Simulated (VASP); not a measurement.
Input of a VASP 6.6.1 run:

File POSCAR:

```
Li2Se
1.0
    0.0000000000      2.9760442648      2.9760442648
    2.9760442648      0.0000000000      2.9760442648
    2.9760442648      2.9760442648      0.0000000000
Li Se
2 1
Direct
    0.7500000000      0.7500000000      0.7500000000
    0.2500000000      0.2500000000      0.2500000000
    0.0000000000      0.0000000000      0.0000000000
```

File INCAR.step1:

```
ALGO = Normal ; EDIFF = 1E-5
ENCUT = 720 ; GGA = PE
GGA_COMPAT = F ; ISMEAR = -1
LASPH = T ; LCHARG = F
LREAL = F ; LWAVE = T
NBANDS = 13 ; NELM = 120
PREC = Accurate ; SIGMA = 0.03
```

The input INCAR.step2:

```
ALGO = Normal ; EDIFF = 1E-8
ENCUT = 720 ; GGA_COMPAT = F
ISIF = 2 ; ISMEAR = -1
ISTART = 1 ; LASPH = T
LCHARG = F ; LEFG = T
LMIXTAU = T ; LREAL = F
LWAVE = F ; METAGGA = R2SCAN
NBANDS = 13 ; NELM = 120
PREC = Accurate ; SIGMA = 0.03
```

KPOINTS

```
k-points
0
Gamma
  7 7 7
```

Potentials or basis: VASP PAW PBE potentials, release 64 (Li_sv, Se).

The run is started by

```sh
$ cat potpaw_PBE.64/Li_sv/POTCAR potpaw_PBE.64/Se/POTCAR > POTCAR
$ cp INCAR.step1 INCAR
$ mpirun -np 1 vasp_std > vasp.out
$ cp INCAR.step2 INCAR
$ mpirun -np 1 vasp_std > vasp.out
```

**Question.** Predict the pressure.

**Answer.** 0.5 GPa.

**Question.** Estimate the band gap on the k mesh.

**Answer.** 3.59 eV, indirect (least direct gap 4.26 eV).

Caveat: without QUAD_EFG the Cq values of the log hold for a quadrupole moment of 1 mb, not for the nuclei; the PAW data sets were made with another functional, which shifts forces and pressure a little. A k mesh can miss the band edges.
